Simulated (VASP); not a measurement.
Here is a VASP 6.6.1 calculation.

File INCAR:

```
SYSTEM = Ta
  ALGO = Normal
  EDIFF = 1E-6
  ENCUT = 520
  GGA = PE
  ISIF = 2
  ISMEAR = 1
  LASPH = .True.
  LCHARG = .False.
  LREAL = .False.
  LWAVE = .False.
  NBANDS = 12
  NELM = 60
  PREC = Accurate
  SIGMA = 0.05
```

The input KPOINTS:

```
k-points
0
Gamma
  5 5 5
  0 0 0
```

POSCAR

```
Ta
1.0
   -1.6512800000      1.6512800000      1.6512800000
    1.6512800000     -1.6512800000      1.6512800000
    1.6512800000      1.6512800000     -1.6512800000
Ta
1
Direct
    0.0000000000      0.0000000000      0.0000000000
```

Potentials or basis: VASP PAW PBE potentials, release 64 (Ta_pv).

Run with:

```sh
$ cat potpaw_PBE.64/Ta_pv/POTCAR > POTCAR
$ mpirun -np 1 vasp_std > vasp.out
```

(1) Predict the pressure.

## Answers

(1) 7.0 GPa.

Caveat: the k points lie up to 0.54 Å⁻¹ apart.
